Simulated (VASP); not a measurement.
# NaCl (P6_3/mmc) in VASP: a series of runs

NaCl is run at these levels: PBE, LDA, r2SCAN; tasks: single point.

Program: VASP 6.6.1. These are calculated values, not measurements. Logs are shortened: lines on timing, memory, paths and dates and some standing lists are left out, and cuts for length are marked.

## Step 1: The cell of the first run

It takes space group P6_3/mmc (No. 194, hexagonal). The conventional cell has a = 4.721 Å, b = 4.721 Å, c = 5.569 Å, α = 90.00°, β = 90.00°, γ = 120.00°. Within 3.6 Å of Na (site symmetry -6m2) lie 5 Cl at 2.73 to 2.78 Å. Cl (site symmetry -6m2) has 5 Na at 2.73 to 2.78 Å within 3.6 Å.

## Step 2: Single point, PBE

INCAR reads:

```
PREC = Accurate ; ENCUT = 520
EDIFF = 1E-6 ; ISMEAR = -1
SIGMA = 0.02 ; LREAL = False
LASPH = True ; NELM = 60
ALGO = Normal ; ISIF = 2
LWAVE = False ; LCHARG = False
GGA = PE ; NBANDS = 22
```

KPOINTS reads:

```
Automatic mesh
0
Gamma
  6 6 6
```

POSCAR reads:

```
NaCl
1.0
    4.7210755450      0.0000000000      0.0000000000
   -2.3605377725      4.0885713552      0.0000000000
    0.0000000000      0.0000000000      5.5694830654
Na Cl
2 2
Direct
    0.3333333333      0.6666666667     -0.0624973440
    0.6666666667      0.3333333333      0.4375026560
    0.3333333333      0.6666666667      0.4374973440
    0.6666666667      0.3333333333      0.9374973440
```

Potentials or basis: VASP PAW PBE potentials, release 64 (Na_pv, Cl).

On the command line:

```bash
cat potpaw_PBE.64/Na_pv/POTCAR potpaw_PBE.64/Cl/POTCAR > POTCAR
mpirun -np 1 vasp_std > vasp.out
```

OUTCAR:

```text
PREC = Accurate
   ENCUT = 520
   EDIFF = 1E-6
   ISMEAR = -1
   LREAL = False
   LASPH = True
   NELM = 60
   ISIF = 2
   GGA = PE

 ion  position               nearest neighbor table
   1  0.333  0.667  0.938-   4 2.73   4 2.73   4 2.73
   2  0.667  0.333  0.438-   3 2.73   3 2.73   3 2.73
   3  0.333  0.667  0.437-   2 2.73   2 2.73   2 2.73
   4  0.667  0.333  0.937-   1 2.73   1 2.73   1 2.73

  LATTYP: Found a hexagonal cell.
 ALAT       =     4.7210755450
 C/A-ratio  =     1.1797064064

  Lattice vectors:

 A1 = (   4.7210755450,   0.0000000000,   0.0000000000)
 A2 = (  -2.3605377725,   4.0885713552,   0.0000000000)
 A3 = (   0.0000000000,   0.0000000000,   5.5694830654)

Analysis of symmetry for initial positions (statically):
=====================================================================
 Subroutine PRICEL returns:
 Original cell was already a primitive cell.

 Routine SETGRP: Setting up the symmetry group for a
 hexagonal supercell.

 Subroutine GETGRP returns: Found 12 space group operations
 (whereof  6 operations were pure point group operations)
 out of a pool of 24 trial point group operations.

The static configuration has the point symmetry C_3v.
 The point group associated with its full space group is C_6v.

Analysis of symmetry for dynamics (positions and initial velocities):
=====================================================================
 Subroutine PRICEL returns:
 Original cell was already a primitive cell.

 Routine SETGRP: Setting up the symmetry group for a
 hexagonal supercell.

 Subroutine GETGRP returns: Found 12 space group operations
 (whereof  6 operations were pure point group operations)
 out of a pool of 24 trial point group operations.

The dynamic configuration has the point symmetry C_3v.
 The point group associated with its full space group is C_6v.

 Subroutine INISYM returns: Found 12 space group operations
 (whereof  6 operations are pure point group operations),
 and found     1 'primitive' translations

----------------------------------------------------------------------------------------

                                     Primitive cell

  volume of cell :     107.5047

  direct lattice vectors                    reciprocal lattice vectors
     4.721075545  0.000000000  0.000000000     0.211816140  0.122292106  0.000000000
    -2.360537772  4.088571355  0.000000000     0.000000000  0.244584211  0.000000000
     0.000000000  0.000000000  5.569483065     0.000000000  0.000000000  0.179549877

  length of vectors
     4.721075545  4.721075545  5.569483065     0.244584211  0.244584211  0.179549877

  position of ions in fractional coordinates (direct lattice)
     0.333333333  0.666666667  0.937502656
     0.666666667  0.333333333  0.437502656
     0.333333333  0.666666667  0.437497344
     0.666666667  0.333333333  0.937497344

  ion indices of the primitive-cell ions
   primitive index   ion index
                 1           1
                 2           2
                 3           3
                 4           4

----------------------------------------------------------------------------------------

 KPOINTS: Automatic mesh

Automatic generation of k-mesh.
 Grid dimensions read from file:
 generate k-points for:    6    6    6

 Generating k-lattice:

  Cartesian coordinates                     Fractional coordinates (reciprocal lattice)
     0.035302690  0.020382018  0.000000000     0.166666667  0.000000000  0.000000000
     0.000000000  0.040764035  0.000000000     0.000000000  0.166666667  0.000000000
     0.000000000  0.000000000  0.029924980     0.000000000  0.000000000  0.166666667

  Length of vectors
     0.040764035  0.040764035  0.029924980

  Shift w.r.t. Gamma in fractional coordinates (k-lattice)
     0.000000000  0.000000000  0.000000000

 Subroutine IBZKPT returns following result:
 ===========================================

 Found     28 irreducible k-points:

 Following reciprocal coordinates:
            Coordinates               Weight
  0.000000  0.000000  0.000000      1.000000
  0.166667  0.000000  0.000000      6.000000
  0.333333  0.000000  0.000000      6.000000
  0.500000  0.000000  0.000000      3.000000
  0.166667  0.166667  0.000000      6.000000
  0.333333  0.166667  0.000000     12.000000
[... 16 lines left out ...]
  0.166667  0.000000  0.500000      6.000000
  0.333333  0.000000  0.500000      6.000000
 [... further k-points ...]
   k-points           NKPTS =     28   k-points in BZ     NKDIM =     28   number of bands    NBANDS=     22
   number of dos      NEDOS =    301   number of ions     NIONS =      4
   total plane-waves  NPLWV =  54432
   dimension x,y,z NGX =    36 NGY =   36 NGZ =   42
   dimension x,y,z NGXF=    72 NGYF=   72 NGZF=   84
   ions per type =               2   2
   NGX,Y,Z   is equivalent  to a cutoff of  12.68, 12.68, 12.54 a.u.
   NGXF,Y,Z  is equivalent  to a cutoff of  25.35, 25.35, 25.07 a.u.
 SYSTEM =  unknown system
   PREC   = accura    normal or accurate (medium, high low for compatibility)
   ISTART =      0    job   : 0-new  1-cont  2-samecut
   ICHARG =      2    charge: 1-file 2-atom 10-const
   ISPIN  =      1    spin polarized calculation?
   LNONCOLLINEAR =      F non collinear calculations
   LSORBIT =      F    spin-orbit coupling
   LASPH  =      T    aspherical Exc in radial PAW
   ENCUT  =  520.0 eV  38.22 Ry    6.18 a.u.   8.78  8.78 10.36*2*pi/ulx,y,z
   NELM   =     60;   NELMIN=  2; NELMDL= -5     # of ELM steps
   EDIFF  = 0.1E-05   stopping-criterion for ELM
   LREAL  =      F    real-space projection
   EDIFFG = 0.1E-04   stopping-criterion for IOM
   NSW    =      0    number of steps for IOM
   IBRION =     -1    ionic relax: 0-MD 1-quasi-New 2-CG
   NFREE  =      0    steps in history (QN), initial steepest desc. (CG)
   ISIF   =      2    stress and relaxation
   ISYM   =      2    0-nonsym 1-usesym 2-fastsym
   POTIM  = 0.5000    time-step for ionic-motion
   TEBEG  =    0.0;   TEEND  =   0.0 temperature during run
   PSTRESS=    0.0 pullay stress
   NELECT =      28.0000    total number of electrons
   NUPDOWN=      -1.0000    fix difference up-down
   EMIN   =  10.00;   EMAX   =-10.00  energy-range for DOS
   EFERMI =   0.00;   METHOD = LEGACY
   ISMEAR =    -1;   SIGMA  =   0.02  broadening in eV -4-tet -1-fermi 0-gaus
   EFERMI_NEDOS =   21; number of points for ismear=-14 and -15
   IALGO  =     38    algorithm
   IMIX   =      4    mixing-type and parameters
     AMIX     =   0.40;   BMIX     =  1.00
     AMIX_MAG =   1.60;   BMIX_MAG =  1.00
  volume/ion in A,a.u.               =      26.88       181.37
  Fermi-wavevector in a.u.,A,eV,Ry     =   1.045486  1.975683 14.871735  1.093042
  Thomas-Fermi vector in A             =   2.180284
   LORBIT       =      0    0 simple, 1 ext, 2 COOP (PROOUT), +10 PAW based schemes
   GGA     = PE    functional components
   LHFCALC =     F    Hartree Fock is set to
   AEXX    =    0.0000 exact exchange contribution
   IVDW    =     0    specifies the selected vdW correction
   LEPSILON=     F    determine dielectric tensor
   LRPA    =     F    only Hartree local field effects (RPA)
 non-spin polarized calculation
  energy-cutoff  :      520.00
  volume of cell :      107.50
 maximum number of plane-waves:      2955
 NGX is ok and might be reduce to    36
   NGX = 17   NGY = 17   NGZ = 21

 number of electron      28.0000020 magnetization

 Free energy of the ion-electron system (eV)
  ---------------------------------------------------
  ext. energy  EPLUGINS =         0.00000000
  ---------------------------------------------------
  free energy    TOTEN  =       -13.41930116 eV

  energy without entropy =      -13.41930116  energy(sigma->0) =      -13.41930116

 E-fermi :  -1.2243     XC(G=0):  -7.2167

 val. band max:       -1.6837026027   @ k =   0.0000   0.0000   0.0000
 cond. band min:       3.1522853364   @ k =   0.0000   0.0000   0.0000
 fundamental gap:      4.8359879391
 Fermi energy:        -1.2242972241

 k-point     1 :       0.0000    0.0000    0.0000
  band No.  band energies     occupation
      1     -22.5456      2.00000
      2     -22.5456      2.00000
      3     -22.5448      2.00000
      4     -22.5377      2.00000
      5     -22.5377      2.00000
      6     -22.5245      2.00000
[... 14 lines left out ...]
     21       9.2392      0.00000
     22       9.5506      0.00000

 k-point     2 :       0.1667    0.0000    0.0000
  band No.  band energies     occupation
      1     -22.5470      2.00000
      2     -22.5462      2.00000
      3     -22.5435      2.00000
      4     -22.5398      2.00000
      5     -22.5377      2.00000
      6     -22.5256      2.00000
[... 14 lines left out ...]
     21       9.0801      0.00000
     22       9.3871      0.00000

 k-point     3 :       0.3333    0.0000    0.0000
  band No.  band energies     occupation
      1     -22.5497      2.00000
      2     -22.5473      2.00000
      3     -22.5439      2.00000
      4     -22.5402      2.00000
      5     -22.5376      2.00000
      6     -22.5285      2.00000
[... 14 lines left out ...]
     21       9.4546      0.00000
     22       9.7590      0.00000
[... 476 lines left out ...]
 k-point    23 :       0.1667    0.0000    0.5000
  band No.  band energies     occupation
      1     -22.5471      2.00000
      2     -22.5471      2.00000
      3     -22.5419      2.00000
      4     -22.5419      2.00000
      5     -22.5334      2.00000
      6     -22.5334      2.00000
[... 14 lines left out ...]
     21       9.4817      0.00000
     22       9.4817      0.00000

 k-point    24 :       0.3333    0.0000    0.5000
  band No.  band energies     occupation
      1     -22.5535      2.00000
      2     -22.5535      2.00000
      3     -22.5424      2.00000
      4     -22.5424      2.00000
      5     -22.5303      2.00000
      6     -22.5303      2.00000
[... 14 lines left out ...]
     21       9.0441      0.00000
     22       9.0441      0.00000

 [... further k-points ...]

------------------------ aborting loop because EDIFF is reached ----------------------------------------

  FORCE on cell =-STRESS in cart. coord.  units (eV):
  Direction    XX          YY          ZZ          XY          YZ          ZX
  --------------------------------------------------------------------------------------
  -------------------------------------------------------------------------------------
  Total        0.5099304      0.5099304      0.6555446     -0.0000000      0.0000000      0.0000000
  in kB        7.5996581      7.5996581      9.7697939     -0.0000000      0.0000000      0.0000000
  external PRESSURE =       8.3230367 kB  Pullay stress =       0.0000000 kB

 VOLUME and BASIS-vectors are now :
 -----------------------------------------------------------------------------
  energy-cutoff  :      520.00
  volume of cell :      107.50
      direct lattice vectors                 reciprocal lattice vectors
     4.721075545  0.000000000  0.000000000     0.211816140  0.122292106  0.000000000
    -2.360537772  4.088571355  0.000000000     0.000000000  0.244584211  0.000000000
     0.000000000  0.000000000  5.569483065     0.000000000  0.000000000  0.179549877

 POSITION                                       TOTAL-FORCE (eV/Angst)
 -----------------------------------------------------------------------------------
     -0.00000      2.72571      5.22141         0.000000     -0.000000      0.000026
      2.36054      1.36286      2.43666        -0.000000      0.000000      0.000026
     -0.00000      2.72571      2.43663        -0.000000     -0.000000     -0.000026
      2.36054      1.36286      5.22138         0.000000      0.000000     -0.000026
 -----------------------------------------------------------------------------------
    total drift:                               -0.000000     -0.000000      0.000479

  FREE ENERGIE OF THE ION-ELECTRON SYSTEM (eV)
  ---------------------------------------------------
  free  energy   TOTEN  =       -13.4193011637 eV

  energy  without entropy=      -13.4193011637  energy(sigma->0) =      -13.41930116
```

Run time: 31 s. Hardware: 1 thread of AMD EPYC 9R45 (Zen 5), shared host; peak memory 0.2 GiB.

Results:

```
Free energy            : -13.4193 eV
Pressure               : 0.8 GPa
Band gap on the k mesh : 4.84 eV, direct
```

Levels at points of the mesh, in eV from the valence-band top:
| k point | band 10 | band 11 | band 12 | band 13 | band 14 | band 15 | band 16 | band 17 | band 18 | band 19 |
| --- | --- | --- | --- | --- | --- | --- | --- | --- | --- | --- |
| (0.00, 0.00, 0.00) | -0.78 | -0.78 | -0.32 | -0.32 | 0.00 | 4.84 | 7.66 | 9.79 | 9.79 | 10.88 |
| (0.50, 0.00, 0.00) | -1.00 | -0.98 | -0.79 | -0.51 | -0.23 | 7.27 | 7.60 | 8.83 | 8.90 | 9.81 |
| (0.00, 0.00, 0.50) | -0.97 | -0.56 | -0.56 | -0.56 | -0.56 | 6.62 | 6.62 | 9.68 | 9.68 | 9.68 |
| (0.50, 0.00, 0.50) | -1.58 | -0.65 | -0.65 | -0.26 | -0.26 | 7.35 | 7.35 | 9.88 | 9.88 | 10.42 |

## Step 3: Single point, LDA

INCAR reads:

```
SYSTEM = NaCl
  PREC = Accurate
  ENCUT = 520
  EDIFF = 1E-6
  ISMEAR = 0
  SIGMA = 0.01
  LREAL = .FALSE.
  LASPH = .TRUE.
  NELM = 60
  ALGO = Normal
  ISIF = 2
  LWAVE = .FALSE.
  LCHARG = .FALSE.
  NBANDS = 22
```

KPOINTS reads:

```
Automatic mesh
0
G
  6 6 6
  0 0 0
```

POSCAR is that of step 2.

Potentials or basis: VASP PAW LDA potentials, release 64 (Na_pv, Cl).

On the command line:

```bash
cat potpaw_LDA.64/Na_pv/POTCAR potpaw_LDA.64/Cl/POTCAR > POTCAR
mpirun -np 1 vasp_std > vasp.out
```

Wall time 30 s (1 thread of AMD EPYC 9R45 (Zen 5), shared host); peak memory 0.17 GiB.

The run converged. Its results:

```
Free energy            : -14.4622 eV
Pressure               : -1.6 GPa
Band gap on the k mesh : 4.44 eV, direct
```

Stress tensor (GPa, compression positive):
```
-1.45  0.00  0.00
 0.00 -1.45  0.00
 0.00  0.00 -1.78
```

Levels at points of the mesh, in eV from the valence-band top:
```
           k point  band 11  band 12  band 13  band 14  band 15  band 16  band 17  band 18
(0.00, 0.00, 0.00)    -0.81    -0.33    -0.33     0.00     4.44     7.31     9.46     9.46
(0.50, 0.00, 0.00)    -1.03    -0.83    -0.54    -0.23     6.90     7.24     8.48     8.57
(0.00, 0.00, 0.50)    -0.58    -0.58    -0.58    -0.58     6.27     6.27     9.37     9.37
(0.50, 0.00, 0.50)    -0.67    -0.67    -0.27    -0.27     6.98     6.98     9.53     9.53
```

## Step 4: Single point, r2SCAN

POSCAR is that of step 3.

INCAR.step1 reads:

```
SYSTEM = NaCl
PREC = Accurate
ENCUT = 520
ISMEAR = -1
SIGMA = 0.02
LREAL = .False.
LASPH = .True.
NELM = 100
NBANDS = 22
GGA = PE
ALGO = Normal
EDIFF = 1E-4
LWAVE = .True.
LCHARG = .False.
```

INCAR.step2 reads:

```
SYSTEM = NaCl
PREC = Accurate
ENCUT = 520
EDIFF = 1E-7
ISMEAR = -1
SIGMA = 0.02
LREAL = .False.
LASPH = .True.
NELM = 100
ALGO = Normal
ISIF = 2
LWAVE = .False.
LCHARG = .True.
METAGGA = R2SCAN
LMIXTAU = .True.
LELF = .True.
LVHAR = .True.
NBANDS = 22
ISTART = 1
```

KPOINTS reads:

```
Automatic mesh
0
Gamma
  6 6 4
  0 0 0
```

Potentials or basis: VASP PAW PBE potentials, release 64 (Na_pv, Cl).

On the command line:

```bash
cat potpaw_PBE.64/Na_pv/POTCAR potpaw_PBE.64/Cl/POTCAR > POTCAR
cp INCAR.step1 INCAR
mpirun -np 1 vasp_std > vasp.out
cp INCAR.step2 INCAR
mpirun -np 1 vasp_std > vasp.out
```

Run time: 1.9 min. Hardware: 1 thread of AMD EPYC 9R45 (Zen 5), shared host; peak memory 0.21 GiB.

The run converged. Its results:

* Free energy: -27.3398 eV
* Pressure: -0.2 GPa
* Largest force: 0.011 eV/Å
* Band gap on the k mesh: 5.47 eV, direct

Forces on the atoms (eV/Å):
```
Na   0.000  0.000  0.011
Na   0.000  0.000  0.011
Cl   0.000  0.000 -0.011
Cl   0.000  0.000 -0.011
```

Levels at points of the mesh, in eV from the valence-band top:
| k point | band 12 | band 13 | band 14 | band 15 | band 16 | band 17 |
| --- | --- | --- | --- | --- | --- | --- |
| (0.00, 0.00, 0.00) | -0.34 | -0.34 | 0.00 | 5.47 | 8.50 | 10.48 |
| (0.50, 0.00, 0.00) | -0.78 | -0.52 | -0.24 | 7.73 | 8.47 | 9.33 |
| (0.00, 0.00, 0.50) | -0.58 | -0.58 | -0.58 | 7.24 | 7.24 | 10.39 |
| (0.50, 0.00, 0.50) | -0.66 | -0.27 | -0.27 | 7.89 | 7.89 | 10.77 |

Caveat: the PAW data sets were made with another functional, which shifts forces and pressure a little. r2SCAN opens gaps a little over a GGA but as a rule still falls short of measured ones.

## Step 5: Summary

```tsv
level	potentials or basis	k mesh	smearing	gap on the mesh (eV)	pressure (GPa)
PBE	VASP PAW PBE potentials, release 64 (Na_pv, Cl)	6 × 6 × 6	fermi-dirac 0.02 eV	4.84	0.8
LDA	VASP PAW LDA potentials, release 64 (Na_pv, Cl)	6 × 6 × 6	gaussian 0.01 eV	4.44	-1.6
r2SCAN	VASP PAW PBE potentials, release 64 (Na_pv, Cl)	6 × 6 × 4	fermi-dirac 0.02 eV	5.47	-0.2
```

Alike in all rows: task single point; no spin polarisation; cell a = 4.721, b = 4.721, c = 5.569 Å, angles 90.0, 90.0, 120.0°, 4 atoms; cutoff (eV) 520.

Caveats: the PAW data sets were made with another functional, which shifts forces and pressure a little (some runs).

Total energies depend on the potentials used, so only differences within one code and one set of settings carry meaning.
